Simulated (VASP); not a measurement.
Write the native input for VASP 6.6.1 that does the following.

| Property | Result |
| --- | --- |
| Task | electric field gradients |
| Functional | PBE |
| Potentials or basis | VASP PAW PBE potentials, release 64 (Si, O) |
| Cutoff | 520 eV |
| k mesh | 5 × 5 × 4 |
| Occupations | fermi-dirac, width 0.02 eV |
| Spin | no spin polarisation |
| Dipole correction | no |
| Further INCAR settings | ALGO = Normal; EDIFF = 1e-08; NBANDS = 44 |

The structure of SiO2 (Cristobalite) lies in POSCAR:

```
SiO2
1.0
    4.8757000000      0.0000000000      0.0000000000
    0.0000000000      4.8757000000      0.0000000000
    0.0000000000      0.0000000000      6.7163000000
Si O
4 8
Direct
    0.3125000000      0.3125000000      0.0000000000
    0.1875000000      0.8125000000      0.2500000000
    0.6875000000      0.6875000000      0.5000000000
    0.8125000000      0.1875000000      0.7500000000
    0.2356000000      0.1269000000      0.1904000000
    0.3731000000      0.7356000000      0.4404000000
    0.7644000000      0.8731000000      0.6904000000
    0.6269000000      0.2644000000      0.9404000000
    0.7356000000      0.3731000000      0.5596000000
    0.8731000000      0.7644000000      0.3096000000
    0.2644000000      0.6269000000      0.0596000000
    0.1269000000      0.2356000000      0.8096000000
```

One way to write it, as run:

INCAR

```
SYSTEM = SiO2
PREC = Accurate ; ENCUT = 520
EDIFF = 1E-8 ; ISMEAR = -1
SIGMA = 0.02 ; LREAL = .FALSE.
LASPH = .TRUE. ; NELM = 80
ALGO = Normal ; ISIF = 2
LWAVE = .FALSE. ; LCHARG = .FALSE.
GGA = PE ; LEFG = .TRUE.
NBANDS = 44
```

KPOINTS

```
Automatic mesh
0
G
  5 5 4
  0 0 0
```

Potentials or basis: VASP PAW PBE potentials, release 64 (Si, O).

Run with:

```bash
$ cat potpaw_PBE.64/Si/POTCAR potpaw_PBE.64/O/POTCAR > POTCAR
$ mpirun -np 1 vasp_std > vasp.out
```

Results of the run:

```yaml
Pressure: 8.7 GPa
Largest_force: 0.500 eV/Å
Band_gap_on_the_k_mesh: 5.90 eV, direct
```

Caveat: without QUAD_EFG the Cq values of the log hold for a quadrupole moment of 1 mb, not for the nuclei.

It took 99 s on 1 thread of Intel(R) Xeon(R) Platinum 8559C (Emerald Rapids) (shared host), peak memory 0.26 GiB.
